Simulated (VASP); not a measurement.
# Pr3Mo (P4/mmm) in VASP: a series of runs

Runs on Pr3Mo. Level: PBE. Tasks: single point, relaxation of cell and atoms.

Program: VASP 6.6.1. These are calculated values, not measurements. Logs are shortened: lines on timing, memory, paths and dates and some standing lists are left out, and cuts for length are marked.

## 1. The cell of the first run

It takes space group P4/mmm (No. 123, tetragonal). The conventional cell has a = 5.563 Å, b = 5.563 Å, c = 4.524 Å, α = 90.00°, β = 90.00°, γ = 90.00°. Within 4.7 Å of Pr (site symmetry 4/mmm) lie 10 Pr at 3.58 to 4.52 Å and 4 Mo at 3.93 Å. Within 4.7 Å of Pr (site symmetry mmm) lie 10 Pr at 3.58 to 4.52 Å and 4 Mo at 3.58 Å. Mo (site symmetry 4/mmm) has 12 Pr at 3.58 to 3.93 Å and 2 Mo at 4.52 Å within 4.7 Å.

The cell was built from a structure type or drawn by symmetry, and may not be a known phase.

## 2. Single point, PBE

Input file INCAR:

```
ALGO = Normal
EDIFF = 1E-6
ENCUT = 500
GGA = PE
GGA_COMPAT = False
ISIF = 2
ISMEAR = 0
LASPH = True
LCHARG = False
LMAXMIX = 6
LREAL = False
LWAVE = False
NBANDS = 32
NELM = 200
PREC = Accurate
SIGMA = 0.1
```

Input file KPOINTS:

```
k-points
0
Gamma
  4 4 4
```

Input file POSCAR:

```
Pr3Mo
1.0
    5.5628007000      0.0000000000      0.0000000000
    0.0000000000      5.5628007000      0.0000000000
    0.0000000000      0.0000000000      4.5237200300
Pr Mo
3 1
Direct
    0.0000000000      0.0000000000      0.0000000000
    0.5000000000      0.0000000000      0.5000000000
    0.0000000000      0.5000000000      0.5000000000
    0.5000000000      0.5000000000      0.0000000000
```

Potentials or basis: VASP PAW PBE potentials, release 64 (Pr_3, Mo_sv), 4f in core.

Launch:

```bash
> cat potpaw_PBE.64/Pr_3/POTCAR potpaw_PBE.64/Mo_sv/POTCAR > POTCAR
> mpirun -np 1 vasp_std > vasp.out
```

OUTCAR:

```text
EDIFF = 1E-6
   ENCUT = 500
   GGA = PE
   ISIF = 2
   ISMEAR = 0
   LASPH = True
   LREAL = False
   NELM = 200
   PREC = Accurate

 ion  position               nearest neighbor table
   1  0.000  0.000  0.000-   2 3.58   3 3.58   2 3.58   3 3.58   3 3.58   3 3.58   2 3.58   2 3.58

   2  0.500  0.000  0.500-   1 3.58   4 3.58   1 3.58   4 3.58   4 3.58   4 3.58   1 3.58   1 3.58
                             3 3.93   3 3.93   3 3.93   3 3.93
   3  0.000  0.500  0.500-   1 3.58   4 3.58   1 3.58   4 3.58   1 3.58   1 3.58   4 3.58   4 3.58
                             2 3.93   2 3.93   2 3.93   2 3.93
   4  0.500  0.500  0.000-   2 3.58   3 3.58   2 3.58   3 3.58   2 3.58   2 3.58   3 3.58   3 3.58

  LATTYP: Found a simple tetragonal cell.
 ALAT       =     5.5628007000
 C/A-ratio  =     0.8132090783

  Lattice vectors:

 A1 = (   5.5628007000,   0.0000000000,   0.0000000000)
 A2 = (   0.0000000000,   5.5628007000,   0.0000000000)
 A3 = (   0.0000000000,   0.0000000000,   4.5237200300)

Analysis of symmetry for initial positions (statically):
=====================================================================
 Subroutine PRICEL returns:
 Original cell was already a primitive cell.

 Routine SETGRP: Setting up the symmetry group for a
 simple tetragonal supercell.

 Subroutine GETGRP returns: Found 16 space group operations
 (whereof 16 operations were pure point group operations)
 out of a pool of 16 trial point group operations.

The static configuration has the point symmetry D_4h.

Analysis of symmetry for dynamics (positions and initial velocities):
=====================================================================
 Subroutine PRICEL returns:
 Original cell was already a primitive cell.

 Routine SETGRP: Setting up the symmetry group for a
 simple tetragonal supercell.

 Subroutine GETGRP returns: Found 16 space group operations
 (whereof 16 operations were pure point group operations)
 out of a pool of 16 trial point group operations.

The dynamic configuration has the point symmetry D_4h.

 Subroutine INISYM returns: Found 16 space group operations
 (whereof 16 operations are pure point group operations),
 and found     1 'primitive' translations

----------------------------------------------------------------------------------------

                                     Primitive cell

  volume of cell :     139.9854

  direct lattice vectors                    reciprocal lattice vectors
     5.562800700  0.000000000  0.000000000     0.179765563  0.000000000  0.000000000
     0.000000000  5.562800700  0.000000000     0.000000000  0.179765563  0.000000000
     0.000000000  0.000000000  4.523720030     0.000000000  0.000000000  0.221057005

  length of vectors
     5.562800700  5.562800700  4.523720030     0.179765563  0.179765563  0.221057005

  position of ions in fractional coordinates (direct lattice)
     0.000000000  0.000000000  0.000000000
     0.500000000  0.000000000  0.500000000
     0.000000000  0.500000000  0.500000000
     0.500000000  0.500000000  0.000000000

  ion indices of the primitive-cell ions
   primitive index   ion index
                 1           1
                 2           2
                 3           3
                 4           4

----------------------------------------------------------------------------------------

 KPOINTS: k-points

Automatic generation of k-mesh.
 Grid dimensions read from file:
 generate k-points for:    4    4    4

 Generating k-lattice:

  Cartesian coordinates                     Fractional coordinates (reciprocal lattice)
     0.044941391  0.000000000  0.000000000     0.250000000  0.000000000  0.000000000
     0.000000000  0.044941391  0.000000000     0.000000000  0.250000000  0.000000000
     0.000000000  0.000000000  0.055264251     0.000000000  0.000000000  0.250000000

  Length of vectors
     0.044941391  0.044941391  0.055264251

  Shift w.r.t. Gamma in fractional coordinates (k-lattice)
     0.000000000  0.000000000  0.000000000

 Subroutine IBZKPT returns following result:
 ===========================================

 Found     18 irreducible k-points:

 Following reciprocal coordinates:
            Coordinates               Weight
  0.000000  0.000000  0.000000      1.000000
  0.250000  0.000000  0.000000      4.000000
  0.500000  0.000000  0.000000      2.000000
  0.250000  0.250000  0.000000      4.000000
  0.500000  0.250000  0.000000      4.000000
  0.500000  0.500000  0.000000      1.000000
[... 10 lines left out ...]
  0.500000  0.250000  0.500000      4.000000
  0.500000  0.500000  0.500000      1.000000
   k-points           NKPTS =     18   k-points in BZ     NKDIM =     18   number of bands    NBANDS=     32
   number of dos      NEDOS =    301   number of ions     NIONS =      4
   total plane-waves  NPLWV =  63504
   dimension x,y,z NGX =    42 NGY =   42 NGZ =   36
   dimension x,y,z NGXF=    84 NGYF=   84 NGZF=   72
   ions per type =               3   1
   NGX,Y,Z   is equivalent  to a cutoff of  12.55, 12.55, 13.23 a.u.
   NGXF,Y,Z  is equivalent  to a cutoff of  25.10, 25.10, 26.46 a.u.
 SYSTEM =  unknown system
   PREC   = accura    normal or accurate (medium, high low for compatibility)
   ISTART =      0    job   : 0-new  1-cont  2-samecut
   ICHARG =      2    charge: 1-file 2-atom 10-const
   ISPIN  =      1    spin polarized calculation?
   LNONCOLLINEAR =      F non collinear calculations
   LSORBIT =      F    spin-orbit coupling
   LASPH  =      T    aspherical Exc in radial PAW
   ENCUT  =  500.0 eV  36.75 Ry    6.06 a.u.  10.14 10.14  8.25*2*pi/ulx,y,z
   NELM   =    200;   NELMIN=  2; NELMDL= -5     # of ELM steps
   EDIFF  = 0.1E-05   stopping-criterion for ELM
   LREAL  =      F    real-space projection
   EDIFFG = 0.1E-04   stopping-criterion for IOM
   NSW    =      0    number of steps for IOM
   IBRION =     -1    ionic relax: 0-MD 1-quasi-New 2-CG
   NFREE  =      0    steps in history (QN), initial steepest desc. (CG)
   ISIF   =      2    stress and relaxation
   ISYM   =      2    0-nonsym 1-usesym 2-fastsym
   POTIM  = 0.5000    time-step for ionic-motion
   TEBEG  =    0.0;   TEEND  =   0.0 temperature during run
   PSTRESS=    0.0 pullay stress
   NELECT =      47.0000    total number of electrons
   NUPDOWN=      -1.0000    fix difference up-down
   EMIN   =  10.00;   EMAX   =-10.00  energy-range for DOS
   EFERMI =   0.00;   METHOD = LEGACY
   ISMEAR =     0;   SIGMA  =   0.10  broadening in eV -4-tet -1-fermi 0-gaus
   EFERMI_NEDOS =   21; number of points for ismear=-14 and -15
   IALGO  =     38    algorithm
   IMIX   =      4    mixing-type and parameters
     AMIX     =   0.40;   BMIX     =  1.00
     AMIX_MAG =   1.60;   BMIX_MAG =  1.00
  volume/ion in A,a.u.               =      35.00       236.17
  Fermi-wavevector in a.u.,A,eV,Ry     =   1.137837  2.150199 17.615082  1.294672
  Thomas-Fermi vector in A             =   2.274541
   LORBIT       =      0    0 simple, 1 ext, 2 COOP (PROOUT), +10 PAW based schemes
   GGA     = PE    functional components
   LHFCALC =     F    Hartree Fock is set to
   AEXX    =    0.0000 exact exchange contribution
   IVDW    =     0    specifies the selected vdW correction
   LEPSILON=     F    determine dielectric tensor
   LRPA    =     F    only Hartree local field effects (RPA)
 non-spin polarized calculation
 Gauss-broadening in eV      SIGMA  =   0.10
  energy-cutoff  :      500.00
  volume of cell :      139.99
 maximum number of plane-waves:      3572
 NGX is ok and might be reduce to    42
   NGX = 21   NGY = 21   NGZ = 17

 number of electron      47.0000002 magnetization

 Free energy of the ion-electron system (eV)
  ---------------------------------------------------
  ext. energy  EPLUGINS =         0.00000000
  ---------------------------------------------------
  free energy    TOTEN  =       -22.17609145 eV

  energy without entropy =      -22.13556132  energy(sigma->0) =      -22.15582638

 E-fermi :   3.6284     XC(G=0):  -9.6312

 val. band max:        3.5931219774   @ k =   0.2500   0.0000   0.5000
 cond. band min:       3.6588939808   @ k =   0.0000   0.0000   0.5000
 fundamental gap:      0.0657720035
 Fermi energy:         3.6283984309

 k-point     1 :       0.0000    0.0000    0.0000
  band No.  band energies     occupation
      1     -56.9157      2.00000
      2     -32.8763      2.00000
      3     -32.6506      2.00000
      4     -32.6467      2.00000
      5     -30.9907      2.00000
      6     -30.9436      2.00000
[... 24 lines left out ...]
     31       7.4180      0.00000
     32       7.5176      0.00000

 k-point     2 :       0.2500    0.0000    0.0000
  band No.  band energies     occupation
      1     -56.9157      2.00000
      2     -32.8659      2.00000
      3     -32.6602      2.00000
      4     -32.6486      2.00000
      5     -30.9906      2.00000
      6     -30.9436      2.00000
[... 24 lines left out ...]
     31       6.2969      0.00000
     32       6.4471      0.00000

 k-point     3 :       0.5000    0.0000    0.0000
  band No.  band energies     occupation
      1     -56.9157      2.00000
      2     -32.8541      2.00000
      3     -32.6725      2.00000
      4     -32.6491      2.00000
      5     -30.9906      2.00000
      6     -30.9436      2.00000
[... 24 lines left out ...]
     31       5.8841      0.00000
     32       6.0328      0.00000

 k-point     4 :       0.2500    0.2500    0.0000
  band No.  band energies     occupation
      1     -56.9157      2.00000
      2     -32.8552      2.00000
      3     -32.6621      2.00000
      4     -32.6584      2.00000
      5     -30.9906      2.00000
      6     -30.9429      2.00000
[... 24 lines left out ...]
     31       6.0553      0.00000
     32       6.2646      0.00000

 k-point     5 :       0.5000    0.2500    0.0000
  band No.  band energies     occupation
      1     -56.9157      2.00000
      2     -32.8432      2.00000
      3     -32.6730      2.00000
      4     -32.6605      2.00000
      5     -30.9906      2.00000
      6     -30.9429      2.00000
[... 374 lines left out ...]
     31       5.8971      0.00000
     32       6.7786      0.00000

 k-point    16 :       0.2500    0.2500    0.5000
  band No.  band energies     occupation
      1     -56.9157      2.00000
      2     -32.8269      2.00000
      3     -32.6806      2.00000
      4     -32.6580      2.00000
      5     -30.9928      2.00000
      6     -30.9434      2.00000
[... 24 lines left out ...]
     31       5.6462      0.00000
     32       6.8108      0.00000

 k-point    17 :       0.5000    0.2500    0.5000
  band No.  band energies     occupation
      1     -56.9157      2.00000
      2     -32.8268      2.00000
      3     -32.6692      2.00000
      4     -32.6689      2.00000
      5     -30.9934      2.00000
      6     -30.9434      2.00000
[... 24 lines left out ...]
     31       6.0390      0.00000
     32       6.3043      0.00000

 k-point    18 :       0.5000    0.5000    0.5000
  band No.  band energies     occupation
      1     -56.9156      2.00000
      2     -32.8266      2.00000
      3     -32.6688      2.00000
      4     -32.6688      2.00000
      5     -30.9939      2.00000
      6     -30.9435      2.00000
[... 24 lines left out ...]
     31       6.0769      0.00000
     32       6.0769      0.00000

------------------------ aborting loop because EDIFF is reached ----------------------------------------

  FORCE on cell =-STRESS in cart. coord.  units (eV):
  Direction    XX          YY          ZZ          XY          YZ          ZX
  --------------------------------------------------------------------------------------
  -------------------------------------------------------------------------------------
  Total       -6.8641413     -6.8641413     -5.2466639      0.0000000      0.0000000      0.0000000
  in kB      -78.5622801    -78.5622801    -60.0497365      0.0000000      0.0000000      0.0000000
  external PRESSURE =     -72.3914323 kB  Pullay stress =       0.0000000 kB

 VOLUME and BASIS-vectors are now :
 -----------------------------------------------------------------------------
  energy-cutoff  :      500.00
  volume of cell :      139.99
      direct lattice vectors                 reciprocal lattice vectors
     5.562800700  0.000000000  0.000000000     0.179765563  0.000000000  0.000000000
     0.000000000  5.562800700  0.000000000     0.000000000  0.179765563  0.000000000
     0.000000000  0.000000000  4.523720030     0.000000000  0.000000000  0.221057005

 POSITION                                       TOTAL-FORCE (eV/Angst)
 -----------------------------------------------------------------------------------
      0.00000      0.00000      0.00000         0.000000      0.000000      0.000000
      2.78140      0.00000      2.26186         0.000000      0.000000      0.000000
      0.00000      2.78140      2.26186         0.000000      0.000000      0.000000
      2.78140      2.78140      0.00000         0.000000      0.000000      0.000000
 -----------------------------------------------------------------------------------
    total drift:                                0.000000     -0.000000     -0.000000

  FREE ENERGIE OF THE ION-ELECTRON SYSTEM (eV)
  ---------------------------------------------------
  free  energy   TOTEN  =       -22.1760914494 eV

  energy  without entropy=      -22.1355613155  energy(sigma->0) =      -22.15582638
```

Wall time 36 s (1 thread of Intel Xeon 6975P-C (Granite Rapids), shared host); peak memory 0.26 GiB.

Results:

* Free energy: -22.1761 eV
* Pressure: -7.2 GPa
* Band gap on the k mesh: zero (an odd number of electrons rules out a gap without spin polarisation)

Caveat: the cell stands under tension; spin-orbit coupling is left out, which moves the levels of the heavy elements; the 4f electrons are frozen in the core, so they carry no moment and show no levels. Spin polarisation is off, so any magnetic state and its effect on volume and gap are missing.

[end of part 1 of 2]
